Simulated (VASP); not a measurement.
# Ta2H (C222) in VASP: further runs

Runs on Ta2H. Level: PBEsol. Tasks: single point, relaxation of cell and atoms.

Everything below comes from runs of VASP 6.6.1. Logs are shortened: lines on timing, memory, paths and dates and some standing lists are left out, and cuts for length are marked.

## 1. The cell of the first run

Symmetry: C222, No. 21, orthorhombic system. Conventional cell: a = 3.343 Å, b = 4.701 Å, c = 4.729 Å, α = 90.00°, β = 90.00°, γ = 90.00°. Ta (site symmetry 2) has 2 H at 1.91 Å within 2.5 Å. H (site symmetry 222) has 4 Ta at 1.91 Å within 2.5 Å.

## 2. Single point, PBEsol

INCAR

```
SYSTEM = Ta2H
ALGO     = Normal         ! electronic algorithm
EDIFF    = 1E-7           ! SCF threshold, eV
ENCUT    = 520            ! plane-wave cutoff, eV
GGA      = PS             ! functional
ISIF     = 2              ! what is computed and relaxed
ISMEAR   = 0              ! smearing method
LASPH    = .True.         ! aspherical terms in the spheres
LCHARG   = .False.        ! write CHGCAR
LREAL    = .False.        ! projectors in reciprocal space
LWAVE    = .False.        ! write WAVECAR
NBANDS   = 18             ! bands
NELM     = 100            ! most SCF steps
PREC     = Accurate       ! precision mode
SIGMA    = 0.1            ! smearing width, eV
```

KPOINTS

```
k-points
0
Gamma
  16 16 10
  0 0 0
```

POSCAR

```
Ta2H
1.0
    1.6712631045     -2.3505686095      0.0000000000
    1.6712631045      2.3505686095      0.0000000000
    0.0000000000      0.0000000000      4.7289699937
Ta H
2 1
Direct
    0.0000000000      0.5000000000      0.2640150613
    0.5000000000      0.0000000000      0.7359849387
    0.0000000000      0.0000000000      0.0000000000
```

Potentials or basis: VASP PAW PBE potentials, release 64 (Ta_pv, H).

On the command line:

```sh
> cat potpaw_PBE.64/Ta_pv/POTCAR potpaw_PBE.64/H/POTCAR > POTCAR
> mpirun -np 1 vasp_std > vasp.out
```

OUTCAR:

```text
SYSTEM = Ta2H
   EDIFF = 1E-7
   ENCUT = 520
   GGA = PS
   ISIF = 2
   ISMEAR = 0
   LASPH = .True.
   LREAL = .False.
   NELM = 100
   PREC = Accurate

 ion  position               nearest neighbor table
   1  0.000  0.500  0.264-   3 1.91   3 1.91   2 2.79   2 2.79   2 3.00   2 3.00   2 3.24   2 3.24
                             2 3.43   2 3.43
   2  0.500  0.000  0.736-   3 1.91   3 1.91   1 2.79   1 2.79   1 3.00   1 3.00   1 3.24   1 3.24
                             1 3.43   1 3.43
   3  0.000  0.000  0.000-   1 1.91   2 1.91   1 1.91   2 1.91

  LATTYP: Found a base centered orthorhombic cell.
 ALAT       =     3.3425262090
 B/A-ratio  =     1.4064623357
 C/A-ratio  =     1.4147892037

  Lattice vectors:

 A1 = (   1.6712631045,  -2.3505686095,   0.0000000000)
 A2 = (   1.6712631045,   2.3505686095,   0.0000000000)
 A3 = (   0.0000000000,   0.0000000000,   4.7289699937)

Analysis of symmetry for initial positions (statically):
=====================================================================
 Subroutine PRICEL returns:
 Original cell was already a primitive cell.

 Routine SETGRP: Setting up the symmetry group for a
 base centered orthorhombic supercell.

 Subroutine GETGRP returns: Found  4 space group operations
 (whereof  4 operations were pure point group operations)
 out of a pool of  8 trial point group operations.

The static configuration has the point symmetry D_2 .

Analysis of symmetry for dynamics (positions and initial velocities):
=====================================================================
 Subroutine PRICEL returns:
 Original cell was already a primitive cell.

 Routine SETGRP: Setting up the symmetry group for a
 base centered orthorhombic supercell.

 Subroutine GETGRP returns: Found  4 space group operations
 (whereof  4 operations were pure point group operations)
 out of a pool of  8 trial point group operations.

The dynamic configuration has the point symmetry D_2 .

 Subroutine INISYM returns: Found  4 space group operations
 (whereof  4 operations are pure point group operations),
 and found     1 'primitive' translations

----------------------------------------------------------------------------------------

                                     Primitive cell

  volume of cell :      37.1547

  direct lattice vectors                    reciprocal lattice vectors
     1.671263104 -2.350568609  0.000000000     0.299174917 -0.212714489  0.000000000
     1.671263104  2.350568609  0.000000000     0.299174917  0.212714489  0.000000000
     0.000000000  0.000000000  4.728969994     0.000000000  0.000000000  0.211462539

  length of vectors
     2.884145134  2.884145134  4.728969994     0.367087298  0.367087298  0.211462539

  position of ions in fractional coordinates (direct lattice)
     0.000000000  0.500000000  0.264015061
     0.500000000  0.000000000  0.735984939
     0.000000000  0.000000000  0.000000000

  ion indices of the primitive-cell ions
   primitive index   ion index
                 1           1
                 2           2
                 3           3

----------------------------------------------------------------------------------------

 KPOINTS: k-points

Automatic generation of k-mesh.
 Grid dimensions read from file:
 generate k-points for:   16   16   10

 Generating k-lattice:

  Cartesian coordinates                     Fractional coordinates (reciprocal lattice)
     0.018698432 -0.013294656  0.000000000     0.062500000  0.000000000  0.000000000
     0.018698432  0.013294656  0.000000000     0.000000000  0.062500000  0.000000000
     0.000000000  0.000000000  0.021146254     0.000000000  0.000000000  0.100000000

  Length of vectors
     0.022942956  0.022942956  0.021146254

  Shift w.r.t. Gamma in fractional coordinates (k-lattice)
     0.000000000  0.000000000  0.000000000

 Subroutine IBZKPT returns following result:
 ===========================================

 Found    438 irreducible k-points:

 Following reciprocal coordinates:
            Coordinates               Weight
  0.000000  0.000000  0.000000      1.000000
  0.062500 -0.000000  0.000000      4.000000
  0.125000 -0.000000  0.000000      4.000000
  0.187500 -0.000000  0.000000      4.000000
  0.250000 -0.000000  0.000000      4.000000
  0.312500 -0.000000  0.000000      4.000000
[... 16 lines left out ...]
 -0.125000  0.062500  0.000000      4.000000
 -0.062500  0.062500  0.000000      2.000000
 [... further k-points ...]
   k-points           NKPTS =    438   k-points in BZ     NKDIM =    438   number of bands    NBANDS=     18
   number of dos      NEDOS =    301   number of ions     NIONS =      3
   total plane-waves  NPLWV =  20736
   dimension x,y,z NGX =    24 NGY =   24 NGZ =   36
   dimension x,y,z NGXF=    48 NGYF=   48 NGZF=   72
   ions per type =               2   1
   NGX,Y,Z   is equivalent  to a cutoff of  13.83, 13.83, 12.66 a.u.
   NGXF,Y,Z  is equivalent  to a cutoff of  27.67, 27.67, 25.31 a.u.
 SYSTEM =  Ta2H
   PREC   = accura    normal or accurate (medium, high low for compatibility)
   ISTART =      0    job   : 0-new  1-cont  2-samecut
   ICHARG =      2    charge: 1-file 2-atom 10-const
   ISPIN  =      1    spin polarized calculation?
   LNONCOLLINEAR =      F non collinear calculations
   LSORBIT =      F    spin-orbit coupling
   LASPH  =      T    aspherical Exc in radial PAW
   ENCUT  =  520.0 eV  38.22 Ry    6.18 a.u.   5.36  5.36  8.79*2*pi/ulx,y,z
   NELM   =    100;   NELMIN=  2; NELMDL= -5     # of ELM steps
   EDIFF  = 0.1E-06   stopping-criterion for ELM
   LREAL  =      F    real-space projection
   EDIFFG = 0.1E-05   stopping-criterion for IOM
   NSW    =      0    number of steps for IOM
   IBRION =     -1    ionic relax: 0-MD 1-quasi-New 2-CG
   NFREE  =      0    steps in history (QN), initial steepest desc. (CG)
   ISIF   =      2    stress and relaxation
   ISYM   =      2    0-nonsym 1-usesym 2-fastsym
   POTIM  = 0.5000    time-step for ionic-motion
   TEBEG  =    0.0;   TEEND  =   0.0 temperature during run
   PSTRESS=    0.0 pullay stress
   NELECT =      23.0000    total number of electrons
   NUPDOWN=      -1.0000    fix difference up-down
   EMIN   =  10.00;   EMAX   =-10.00  energy-range for DOS
   EFERMI =   0.00;   METHOD = LEGACY
   ISMEAR =     0;   SIGMA  =   0.10  broadening in eV -4-tet -1-fermi 0-gaus
   EFERMI_NEDOS =   21; number of points for ismear=-14 and -15
   IALGO  =     38    algorithm
   IMIX   =      4    mixing-type and parameters
     AMIX     =   0.40;   BMIX     =  1.00
     AMIX_MAG =   1.60;   BMIX_MAG =  1.00
  volume/ion in A,a.u.               =      12.38        83.58
  Fermi-wavevector in a.u.,A,eV,Ry     =   1.395231  2.636604 26.486033  1.946669
  Thomas-Fermi vector in A             =   2.518703
   LORBIT       =      0    0 simple, 1 ext, 2 COOP (PROOUT), +10 PAW based schemes
   GGA     = PS    functional components
   LHFCALC =     F    Hartree Fock is set to
   AEXX    =    0.0000 exact exchange contribution
   IVDW    =     0    specifies the selected vdW correction
   LEPSILON=     F    determine dielectric tensor
   LRPA    =     F    only Hartree local field effects (RPA)
 non-spin polarized calculation
 Gauss-broadening in eV      SIGMA  =   0.10
  energy-cutoff  :      520.00
  volume of cell :       37.15
 maximum number of plane-waves:      1035
 NGX is ok and might be reduce to    24
   NGX = 11   NGY = 11   NGZ = 17

 number of electron      22.9999997 magnetization

 Free energy of the ion-electron system (eV)
  ---------------------------------------------------
  ext. energy  EPLUGINS =         0.00000000
  ---------------------------------------------------
  free energy    TOTEN  =       -28.95056386 eV

  energy without entropy =      -28.94381465  energy(sigma->0) =      -28.94718926

 E-fermi :   5.6132     XC(G=0): -12.8246

 val. band max:        5.6010367458   @ k =  -0.1875   0.0625   0.2000
 cond. band min:       5.6140582734   @ k =   0.1875  -0.0000   0.1000
 fundamental gap:      0.0130215276
 Fermi energy:         5.6131954469

 k-point     1 :       0.0000    0.0000    0.0000
  band No.  band energies     occupation
      1     -28.7949      2.00000
      2     -27.9830      2.00000
      3     -27.6535      2.00000
      4     -27.6516      2.00000
      5     -27.6259      2.00000
      6     -27.5882      2.00000
[... 10 lines left out ...]
     17       9.9611      0.00000
     18      12.9194      0.00000

 k-point     2 :       0.0625   -0.0000    0.0000
  band No.  band energies     occupation
      1     -28.7811      2.00000
      2     -27.9974      2.00000
      3     -27.6732      2.00000
      4     -27.6590      2.00000
      5     -27.6464      2.00000
      6     -27.6016      2.00000
[... 10 lines left out ...]
     17      10.0854      0.00000
     18      12.9551      0.00000

 k-point     3 :       0.1250   -0.0000    0.0000
  band No.  band energies     occupation
      1     -28.7407      2.00000
      2     -28.0459      2.00000
      3     -27.7539      2.00000
      4     -27.7006      2.00000
      5     -27.6742      2.00000
      6     -27.6169      2.00000
[... 10 lines left out ...]
     17      10.2645      0.00000
     18      13.1494      0.00000

 k-point     4 :       0.1875   -0.0000    0.0000
  band No.  band energies     occupation
      1     -28.6766      2.00000
      2     -28.1358      2.00000
      3     -27.8955      2.00000
      4     -27.7441      2.00000
      5     -27.7040      2.00000
      6     -27.6307      2.00000
[... 375 lines left out ...]
      4     -27.7539      2.00000
      5     -27.6775      2.00000
      6     -27.6340      2.00000
[... 10 lines left out ...]
     17      10.6852      0.00000
     18      13.3102      0.00000

 k-point    23 :      -0.1250    0.0625    0.0000
  band No.  band energies     occupation
      1     -28.7547      2.00000
      2     -28.0370      2.00000
      3     -27.7557      2.00000
      4     -27.7184      2.00000
      5     -27.6560      2.00000
      6     -27.6206      2.00000
[... 10 lines left out ...]
     17      10.6749      0.00000
     18      12.9313      0.00000

 k-point    24 :      -0.0625    0.0625    0.0000
  band No.  band energies     occupation
      1     -28.7813      2.00000
      2     -28.0006      2.00000
      3     -27.6847      2.00000
      4     -27.6728      2.00000
      5     -27.6493      2.00000
      6     -27.6048      2.00000
[... 10 lines left out ...]
     17      10.3814      0.00000
     18      12.8772      0.00000

 [... further k-points ...]
[... 5 lines left out ...]
  --------------------------------------------------------------------------------------
  -------------------------------------------------------------------------------------
  Total        1.2043280      1.2206050      1.2176419      0.0000000      0.0000000      0.0000000
  in kB       51.9327176     52.6346114     52.5068386      0.0000000      0.0000000      0.0000000
  external PRESSURE =      52.3580559 kB  Pullay stress =       0.0000000 kB

 VOLUME and BASIS-vectors are now :
 -----------------------------------------------------------------------------
  energy-cutoff  :      520.00
  volume of cell :       37.15
      direct lattice vectors                 reciprocal lattice vectors
     1.671263104 -2.350568609  0.000000000     0.299174917 -0.212714489  0.000000000
     1.671263104  2.350568609  0.000000000     0.299174917  0.212714489  0.000000000
     0.000000000  0.000000000  4.728969994     0.000000000  0.000000000  0.211462539

 POSITION                                       TOTAL-FORCE (eV/Angst)
 -----------------------------------------------------------------------------------
      0.83563      1.17528      1.24852         0.000000      0.000000      0.016990
      0.83563     -1.17528      3.48045        -0.000000      0.000000     -0.016990
      0.00000      0.00000      0.00000        -0.000000      0.000000      0.000000
 -----------------------------------------------------------------------------------
    total drift:                                0.000000     -0.000000      0.000000

  FREE ENERGIE OF THE ION-ELECTRON SYSTEM (eV)
  ---------------------------------------------------
  free  energy   TOTEN  =       -28.9505638599 eV

  energy  without entropy=      -28.9438146535  energy(sigma->0) =      -28.94718926
```

Run time: 3.5 min. Hardware: 1 thread of Intel Xeon 6975P-C (Granite Rapids), shared host; peak memory 0.37 GiB.

Results:

- Free energy: -28.9506 eV
- Pressure: 5.2 GPa
- Largest force: 0.017 eV/Å
- Band gap on the k mesh: zero (an odd number of electrons rules out a gap without spin polarisation)

Forces on the atoms (eV/Å):
```
Ta   0.000  0.000  0.017
Ta   0.000  0.000 -0.017
H    0.000  0.000  0.000
```

Caveat: the cell stands under pressure; the PAW data sets were made with another functional, which shifts forces and pressure a little; spin-orbit coupling is left out, which moves the levels of the heavy elements.

(Continued in part 2 of 2.)
